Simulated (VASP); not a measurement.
# Al32H (a cell with a defect) in VASP: a series of runs

The runs below take Al32H (a cell with a defect) through single point, with PBEsol.

All numbers are computed with VASP 6.6.1; they aren't measurements. Logs are shortened: lines on timing, memory, paths and dates and some standing lists are left out, and cuts for length are marked.

## (1) The cell of the first run

The cell holds a defect, 33 atoms: a = 8.100 Å, b = 8.100 Å, c = 8.100 Å, α = 90.00°, β = 90.00°, γ = 90.00°.

## (2) Single point, PBEsol

INCAR reads:

```
SYSTEM = Al32H
  PREC = Accurate
  ENCUT = 520
  EDIFF = 1E-7
  ISMEAR = 0
  SIGMA = 0.15
  LREAL = Auto
  LASPH = .TRUE.
  NELM = 60
  ALGO = Normal
  ISIF = 2
  LWAVE = .FALSE.
  LCHARG = .TRUE.
  GGA = PS
  LELF = .TRUE.
  LVHAR = .TRUE.
  NBANDS = 70
```

KPOINTS reads:

```
regular mesh
0
G
  3 3 3
  0 0 0
```

POSCAR reads:

```
Al32H
1.0
    8.1000000000      0.0000000000      0.0000000000
    0.0000000000      8.1000000000      0.0000000000
    0.0000000000      0.0000000000      8.1000000000
Al H
32 1
Direct
    0.5019286420      0.0044359259      0.0046290123
    0.7494676543      0.2519860494      0.0023729630
    0.7494679012      0.0021950617      0.2521681481
   -0.0016093827      0.0011390123      0.0013064198
    0.2486381481      0.2507666667      0.0027270370
    0.4986301235      0.5008581481      0.0013396296
    0.7482775309      0.7511514815      0.0027295062
    0.2486293827      0.0025340741      0.2509146914
    0.4996333333      0.2519808642      0.2521622222
    0.7489102469      0.5007239506      0.2516143210
    0.4986107407      0.0011520988      0.5010403704
    0.7489050617      0.2514309877      0.5009090123
    0.7482417284      0.0025295062      0.7513280247
   -0.0012275309      0.5012786420      0.0034255556
    0.2433029630      0.7458061728      0.0174504938
   -0.0017617284      0.2514308642      0.2516082716
    0.2493113580      0.4991862963      0.2552039506
    0.5000616049      0.7511604938      0.2509850617
   -0.0012422222      0.0032375309      0.5014464198
    0.2493017284      0.2550509877      0.4993064198
    0.5007241975      0.5012871605      0.5014702469
    0.7525166667      0.7518416049      0.4993492593
    0.2432300000      0.0174060494      0.7459572840
    0.5000559259      0.2507987654      0.7513465432
    0.7525254321      0.4991781481      0.7520161728
   -0.0033566667      0.7518475309      0.2551814815
   -0.0011703704      0.5013881481      0.5015414815
    0.2498861728      0.7523939506      0.5010374074
   -0.0034058025      0.2550364198      0.7520119753
    0.2498711111      0.5008451852      0.7525441975
    0.5147369136      0.7457217284      0.7459459259
   -0.0015858025      0.7524195062      0.7525859259
    0.3125903704      0.8153341975      0.8153530864
```

Potentials or basis: VASP PAW PBE potentials, release 64 (Al, H).

Started as:

```
cat potpaw_PBE.64/Al/POTCAR potpaw_PBE.64/H/POTCAR > POTCAR
mpirun -np 1 vasp_std > vasp.out
```

OUTCAR:

```text
SYSTEM = Al32H
   PREC = Accurate
   ENCUT = 520
   EDIFF = 1E-7
   ISMEAR = 0
   LREAL = Auto
   LASPH = .TRUE.
   NELM = 60
   ISIF = 2
   GGA = PS

 ion  position               nearest neighbor table
   1  0.502  0.004  0.005-   3 2.84   9 2.84   2 2.84   8 2.86  13 2.86   5 2.86  18 2.86   7 2.86
                            24 2.86  15 2.96  23 2.97  31 2.97
   2  0.749  0.252  0.002-   1 2.84  29 2.85  25 2.85  10 2.85  16 2.85  14 2.86   3 2.86   9 2.86
                             6 2.86   4 2.86  24 2.87  13 2.87
   3  0.749  0.002  0.252-   1 2.84  26 2.85  22 2.85  12 2.85  16 2.85  19 2.86   2 2.86   9 2.86
                            11 2.86   4 2.86  18 2.87   7 2.87
   4  0.998  0.001  0.001-  32 2.85   2 2.86   3 2.86   8 2.86   5 2.86   7 2.86  13 2.86  16 2.87
                            23 2.87  15 2.87  26 2.88  29 2.88
   5  0.249  0.251  0.003-  23 2.81   8 2.84  16 2.86   1 2.86   4 2.86   6 2.86  30 2.87  14 2.87
                             9 2.87  17 2.87  29 2.88  24 2.88
   6  0.499  0.501  0.001-  30 2.85   9 2.86   2 2.86   7 2.86  18 2.86  24 2.86   5 2.86  10 2.87
                            31 2.87  15 2.87  17 2.88  25 2.88
   7  0.748  0.751  0.003-  31 2.81  18 2.84  10 2.86   1 2.86   6 2.86   4 2.86  32 2.87  14 2.87
                             3 2.87  26 2.87  25 2.88  13 2.88
   8  0.249  0.003  0.251-  15 2.81   5 2.84  16 2.86   1 2.86   4 2.86  11 2.86  28 2.87  19 2.87
                             9 2.87  20 2.87  26 2.88  18 2.88
   9  0.500  0.252  0.252-   1 2.84  20 2.85  17 2.85  12 2.85  10 2.85  21 2.86   3 2.86   2 2.86
[... 32 lines left out ...]
                            21 2.88   7 2.88   6 2.88  22 2.89
  26  0.997  0.752  0.255-  15 2.78  22 2.80  27 2.85   3 2.85  19 2.85  10 2.86  28 2.86   7 2.87
                            14 2.88   8 2.88   4 2.88  17 2.89
  27  0.999  0.501  0.502-  22 2.85  25 2.85  20 2.85  26 2.85  17 2.85  29 2.85  10 2.86  12 2.86
                            16 2.86  30 2.88  28 2.88  32 2.88
  28  0.250  0.752  0.501-  11 2.85  17 2.86  26 2.86  18 2.87   8 2.87  21 2.87  19 2.88  27 2.88
                            32 2.88  30 2.88  31 2.92  23 2.92
  29  0.997  0.255  0.752-  23 2.77  25 2.80  27 2.85   2 2.85  14 2.85  12 2.86  30 2.86  13 2.87
                            19 2.88   5 2.88   4 2.88  20 2.89
  30  0.250  0.501  0.753-   6 2.85  20 2.86  29 2.86  24 2.87   5 2.87  21 2.87  14 2.88  27 2.88
                            32 2.88  28 2.88  31 2.92  15 2.92
  31  0.515  0.746  0.746-  33 1.82  25 2.77  22 2.78  21 2.80  13 2.81   7 2.81   6 2.87  11 2.87
                            30 2.92  28 2.92   1 2.97  15 3.11  23 3.11
  32  0.998  0.752  0.753-   4 2.85  25 2.86  22 2.86   7 2.87  13 2.87  19 2.87  14 2.88  27 2.88
                            28 2.88  30 2.88  15 2.92  23 2.92
  33  0.313  0.815  0.815-  23 1.82  15 1.82  31 1.82

  LATTYP: Found a simple cubic cell.
 ALAT       =     8.1000000000

  Lattice vectors:

 A1 = (   8.1000000000,   0.0000000000,   0.0000000000)
 A2 = (   0.0000000000,   8.1000000000,   0.0000000000)
 A3 = (   0.0000000000,   0.0000000000,   8.1000000000)

Analysis of symmetry for initial positions (statically):
=====================================================================
 Subroutine PRICEL returns:
[... 193 lines left out ...]
     AMIX     =   0.40;   BMIX     =  1.00
     AMIX_MAG =   1.60;   BMIX_MAG =  1.00
  volume/ion in A,a.u.               =      16.10       108.68
  Fermi-wavevector in a.u.,A,eV,Ry     =   0.928639  1.754874 11.733269  0.862371
  Thomas-Fermi vector in A             =   2.054837
   LORBIT       =      0    0 simple, 1 ext, 2 COOP (PROOUT), +10 PAW based schemes
   GGA     = PS    functional components
   LHFCALC =     F    Hartree Fock is set to
   AEXX    =    0.0000 exact exchange contribution
   IVDW    =     0    specifies the selected vdW correction
   LEPSILON=     F    determine dielectric tensor
   LRPA    =     F    only Hartree local field effects (RPA)
 non-spin polarized calculation
 Gauss-broadening in eV      SIGMA  =   0.15
  energy-cutoff  :      520.00
  volume of cell :      531.44
 maximum number of plane-waves:     14358
   NGX = 31   NGY = 31   NGZ = 31

 number of electron      97.0000000 magnetization

 Free energy of the ion-electron system (eV)
  ---------------------------------------------------
  ext. energy  EPLUGINS =         0.00000000
  ---------------------------------------------------
  free energy    TOTEN  =      -134.25652038 eV

  energy without entropy =     -134.16542137  energy(sigma->0) =     -134.21097087

 E-fermi :   7.7928     XC(G=0): -10.2550

 val. band max:        7.7280544100   @ k =   0.0000   0.0000   0.0000
 cond. band min:       7.8199584743   @ k =   0.3333   0.0000   0.0000
 fundamental gap:      0.0919040643
 Fermi energy:         7.7928377254

 k-point     1 :       0.0000    0.0000    0.0000
  band No.  band energies     occupation
      1      -3.3027      2.00000
      2      -1.5695      2.00000
      3      -0.9977      2.00000
      4      -0.9976      2.00000
      5      -0.9529      2.00000
      6      -0.9526      2.00000
[... 871 lines left out ...]
     59       9.6900      0.00000
     60       9.7033      0.00000
 [bands above 60 left out]

------------------------ aborting loop because EDIFF is reached ----------------------------------------

  FORCE on cell =-STRESS in cart. coord.  units (eV):
  Direction    XX          YY          ZZ          XY          YZ          ZX
  --------------------------------------------------------------------------------------
  -------------------------------------------------------------------------------------
  Total       -3.3005895     -3.2829626     -3.2843276     -0.5478618     -0.5642790     -0.5439905
  in kB       -9.9505489     -9.8974078     -9.9015228     -1.6516825     -1.7011766     -1.6400113
  external PRESSURE =      -9.9164932 kB  Pullay stress =       0.0000000 kB

 VOLUME and BASIS-vectors are now :
 -----------------------------------------------------------------------------
  energy-cutoff  :      520.00
  volume of cell :      531.44
      direct lattice vectors                 reciprocal lattice vectors
     8.100000000  0.000000000  0.000000000     0.123456790  0.000000000  0.000000000
     0.000000000  8.100000000  0.000000000     0.000000000  0.123456790  0.000000000
     0.000000000  0.000000000  8.100000000     0.000000000  0.000000000  0.123456790

 POSITION                                       TOTAL-FORCE (eV/Angst)
 -----------------------------------------------------------------------------------
      4.06562      0.03593      0.03749        -0.002759     -0.003482     -0.004163
      6.07069      2.04109      0.01922        -0.000010      0.000889      0.002896
      6.07069      0.01778      2.04256        -0.001198      0.003098      0.001915
      8.08696      0.00923      0.01058        -0.004411      0.002114      0.001854
      2.01397      2.03121      0.02209        -0.001682      0.001753      0.001653
      4.03890      4.05695      0.01085        -0.002939      0.001947      0.002608
[... 25 lines left out ...]
      8.08715      6.09460      6.09595        -0.001228     -0.000952     -0.000685
      2.53198      6.60421      6.60436         0.002329     -0.004225     -0.003725
 -----------------------------------------------------------------------------------
    total drift:                               -0.023456      0.061623      0.065321

  FREE ENERGIE OF THE ION-ELECTRON SYSTEM (eV)
  ---------------------------------------------------
  free  energy   TOTEN  =      -134.2565203825 eV

  energy  without entropy=     -134.1654213660  energy(sigma->0) =     -134.21097087
```

Run time: 18 min. Hardware: 1 thread of Intel Xeon Platinum 8488C (Sapphire Rapids), shared host; peak memory 0.65 GiB.

Results:

* Free energy: -134.2565 eV
* Pressure: -1.0 GPa
* Largest force: 0.010 eV/Å
* Band gap on the k mesh: zero (an odd number of electrons rules out a gap without spin polarisation)

Forces in eV/Å, atoms in the order of the input:
```
Al  -0.003 -0.003 -0.004
Al   0.000  0.001  0.003
Al  -0.001  0.003  0.002
Al  -0.004  0.002  0.002
Al  -0.002  0.002  0.002
Al  -0.003  0.002  0.003
Al  -0.002  0.000  0.000
Al  -0.002  0.002  0.002
Al   0.001  0.002  0.001
Al  -0.003  0.000  0.003
Al  -0.002  0.003  0.003
Al  -0.003  0.003  0.001
Al  -0.002  0.001  0.000
Al   0.000  0.001  0.001
Al   0.004 -0.004 -0.006
Al  -0.003  0.002  0.002
Al   0.001 -0.003 -0.005
Al   0.001  0.003  0.002
Al  -0.001  0.001  0.001
Al   0.001 -0.005 -0.002
Al   0.005  0.001  0.001
Al   0.005  0.002 -0.004
Al   0.005 -0.007 -0.004
Al   0.001  0.001  0.003
Al   0.004 -0.004  0.001
Al   0.000 -0.005 -0.004
Al  -0.002  0.000  0.000
Al   0.000  0.003  0.001
Al   0.001 -0.003 -0.006
Al   0.001  0.001  0.003
Al   0.000  0.003  0.002
Al  -0.001 -0.001 -0.001
H    0.002 -0.004 -0.004
```

Caveat: the PAW data sets were made with another functional, which shifts forces and pressure a little.

## (3) Single point, PBEsol

INCAR reads:

```
PREC = Accurate ; ENCUT = 520
EDIFF = 1E-7 ; ISMEAR = 0
SIGMA = 0.15 ; LREAL = Auto
LASPH = T ; NELM = 100
ALGO = Normal ; ISIF = 2
LWAVE = F ; LCHARG = F
GGA = PS ; NBANDS = 70
```

KPOINTS reads:

```
regular mesh
0
Gamma
  3 3 3
```

POSCAR reads:

```
Al32H
1.0
    8.1000000000      0.0000000000      0.0000000000
    0.0000000000      8.1000000000      0.0000000000
    0.0000000000      0.0000000000      8.1000000000
Al H
32 1
Direct
    0.5023958025      0.0036356790      0.0038206173
    0.7501323457      0.2513444444      0.0015998765
    0.7501288889      0.0014158025      0.2515293827
   -0.0008288889      0.0004503704      0.0006271605
    0.2496282716      0.2496869136      0.0014050617
    0.4992411111      0.5003913580      0.0006675309
    0.7484283951      0.7508711111      0.0014150617
    0.2496282716      0.0012146914      0.2498577778
    0.5001813580      0.2513702469      0.2515581481
    0.7495728395      0.5004240741      0.2510208642
    0.4992303704      0.0004793827      0.5005816049
    0.7495658025      0.2508370370      0.5006074074
    0.7484175309      0.0012222222      0.7510558025
   -0.0020882716      0.4991608642      0.0029653086
    0.2403762963      0.7414788889      0.0159498765
   -0.0008306173      0.2508167901      0.2509943210
    0.2498012346      0.4982412346      0.2548807407
    0.5000122222      0.7508727160      0.2499071605
   -0.0020986420      0.0027819753      0.4993349383
    0.2497959259      0.2547090123      0.4983944444
    0.5015588889      0.4992041975      0.4993880247
    0.7534130864      0.7510437037      0.4984966667
    0.2403444444      0.0158213580      0.7416488889
    0.5000103704      0.2497255556      0.7510574074
    0.7534158025      0.4983200000      0.7512274074
   -0.0030151852      0.7510343210      0.2548656790
   -0.0001827160      0.5011156790      0.5012849383
    0.2508407407      0.7521032099      0.5015227160
   -0.0030386420      0.2546970370      0.7512117284
    0.2508359259      0.5013285185      0.7522749383
    0.5143453086      0.7416324691      0.7418341975
    0.0001040741      0.7521127160      0.7522895062
    0.3442403704      0.8457719753      0.8458956790
```

Potentials or basis: VASP PAW PBE potentials, release 64 (Al, H).

Started as:

```
cat potpaw_PBE.64/Al/POTCAR potpaw_PBE.64/H/POTCAR > POTCAR
mpirun -np 1 vasp_std > vasp.out
```

Run time: 16 min. Hardware: 1 thread of Intel Xeon Platinum 8488C (Sapphire Rapids), shared host; peak memory 0.65 GiB.

The run converged. Its results:

| Quantity | Value |
| --- | --- |
| Free energy | -134.3313 eV |
| Pressure | -1.0 GPa |
| Largest force | 0.301 eV/Å |
| Band gap on the k mesh | zero (an odd number of electrons rules out a gap without spin polarisation) |

Forces in eV/Å, atoms in the order of the input:
```
Al  -0.009 -0.008 -0.008
Al  -0.002 -0.001 -0.002
Al  -0.002 -0.002 -0.001
Al  -0.007 -0.002 -0.002
Al  -0.003 -0.009 -0.003
Al  -0.008 -0.002 -0.001
Al  -0.007 -0.001 -0.006
Al  -0.003 -0.003 -0.008
Al  -0.002 -0.002 -0.002
Al  -0.005  0.000  0.000
Al  -0.008 -0.002 -0.002
Al  -0.006  0.000  0.000
Al  -0.007 -0.006 -0.001
Al  -0.014 -0.013  0.000
Al  -0.023 -0.025 -0.012
Al  -0.004 -0.001 -0.001
Al  -0.005 -0.009 -0.005
Al  -0.006  0.003 -0.009
Al  -0.014  0.001 -0.014
Al  -0.003 -0.005 -0.009
Al   0.004 -0.017 -0.016
Al   0.000 -0.005 -0.010
Al  -0.023 -0.012 -0.023
Al  -0.007 -0.009  0.003
Al   0.000 -0.009 -0.005
Al  -0.006 -0.008 -0.005
Al  -0.001  0.000  0.001
Al   0.002  0.001  0.003
Al  -0.006 -0.006 -0.008
Al   0.001  0.005  0.000
Al  -0.008 -0.026 -0.027
Al   0.004  0.001  0.001
H    0.176  0.172  0.172
```

Stress tensor (GPa, compression positive):
```
-0.97 -0.18 -0.18
-0.18 -0.96 -0.19
-0.18 -0.19 -0.96
```

Levels at points of the mesh, in eV from the Fermi level:
```
           k point  band 46  band 47  band 48  band 49  band 50  band 51
(0.00, 0.00, 0.00)     0.19     0.20     0.20     0.23     0.28     0.28
```

Caveat: the PAW data sets were made with another functional, which shifts forces and pressure a little.

The gap in the log of VASP goes by the Fermi energy; the results here count the filled bands.